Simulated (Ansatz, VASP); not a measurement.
GaP: VASP beside Ansatz

POSCAR

```
GaP
1.0
    1.9033506749      1.0989000245      6.2995322420
   -1.9033506749      1.0989000245      6.2995322420
    0.0000000000     -2.1978000491      6.2995322420
Ga P
2 2
Direct
    0.5646280000      0.5646280000      0.5646280000
    0.4353720000      0.4353720000      0.4353720000
    0.9426110000      0.9426110000      0.9426110000
    0.0573890000      0.0573890000      0.0573890000
```

File INCAR.step1:

```
SYSTEM = GaP
ALGO = Normal ; EDIFF = 1E-4
ENCUT = 520 ; GGA = PE
ISMEAR = -1 ; LASPH = .TRUE.
LCHARG = .FALSE. ; LREAL = .FALSE.
LWAVE = .TRUE. ; NBANDS = 26
NELM = 60 ; PREC = Accurate
SIGMA = 0.05
```

Contents of INCAR.step2:

```
SYSTEM = GaP
ALGO = Normal ; EDIFF = 1E-7
ENCUT = 520 ; ISIF = 2
ISMEAR = -1 ; ISTART = 1
LASPH = .TRUE. ; LCHARG = .FALSE.
LMIXTAU = .TRUE. ; LREAL = .FALSE.
LWAVE = .FALSE. ; METAGGA = R2SCAN
NBANDS = 26 ; NELM = 60
PREC = Accurate ; SIGMA = 0.05
```

Contents of KPOINTS:

```
k-points
0
G
  8 8 8
  0 0 0
```

Contents of input.yaml:

```yaml
crystal:
  lattice:
    - [1.9033506749, 1.0989000245, 6.299532242]
    - [-1.9033506749, 1.0989000245, 6.299532242]
    - [0.0, -2.1978000491, 6.299532242]
  atoms:
    - { symbol: Ga, position: [0.564628, 0.564628, 0.564628] }
    - { symbol: Ga, position: [0.435372, 0.435372, 0.435372] }
    - { symbol: P, position: [0.942611, 0.942611, 0.942611] }
    - { symbol: P, position: [0.057389, 0.057389, 0.057389] }
hamiltonian:
  xc: r2scan
  pseudopotentials: { kind: paw }
kpoints:
  mp_grid: { grid: [8, 8, 8] }
scf:
  occupations: { method: fermi_dirac, width: 0.05 }
output:
  forces: true
  stress: true
  eigenvalues: true
```

Alike in both runs: task single point; functional r2SCAN; k mesh 8 × 8 × 8; occupations fermi-dirac, width 0.05 eV; no spin polarisation.

|  | VASP | Ansatz |
| --- | --- | --- |
| version | VASP 6.6.1 | Ansatz 0.2.0 |
| potentials or method | VASP PAW PBE potentials, release 64 (Ga_d, P) | Ansatz PAW |
| plane-wave cutoff (eV) | 520 | 500 |
| valence electrons in the cell | 36 | 36 |

|  | VASP | Ansatz | Ansatz less VASP |
| --- | --- | --- | --- |
| gap on the k mesh at the Fermi level (eV) | 1.07 | 1.06 | -0.010 |
| least direct gap on the mesh (eV) | 1.60 | 1.60 | -0.001 |
| pressure (GPa) | 2.6 | 2.7 | +0.12 |
| traceless stress, the component that is largest in VASP (GPa) | 0.52 | 0.73 | +0.208 |
| rms of the force components (eV/Å) | 0.090 | 0.113 | +0.0228 |

VASP's potentials were made for PBE, not for r2SCAN. Atom by atom the forces differ by 0.033 eV/Å (rms over components).
